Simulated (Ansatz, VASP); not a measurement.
# One calculation of Lu, two programs

```
CELL_PARAMETERS angstrom
0.00000 2.44171 2.44171
2.44171 0.00000 2.44171
2.44171 2.44171 0.00000
ATOMIC_POSITIONS crystal
Lu 0.00000 0.00000 0.00000
```

Alike in both runs: task single point; functional r2SCAN; k mesh 16 × 16 × 16; occupations gaussian, width 0.05 eV; no spin polarisation.

|  | VASP | Ansatz |
| --- | --- | --- |
| version | VASP 6.6.1 | Ansatz 0.2.0 |
| potentials or method | VASP PAW PBE potentials, release 64 (Lu), cutoff 520 eV | scalar-relativistic, plane waves, PAW |
| valence electrons in the cell | 25 | 25 |

```tsv
	VASP	Ansatz	Ansatz less VASP
gap on the k mesh at the Fermi level (eV)	none	none	-
pressure (GPa)	0.3	0.0	-0.29
```

VASP's potentials were made for PBE, not for r2SCAN. A gap of «none» marks a metal or a gap that the smearing closes.

Neither program's run includes spin-orbit coupling.
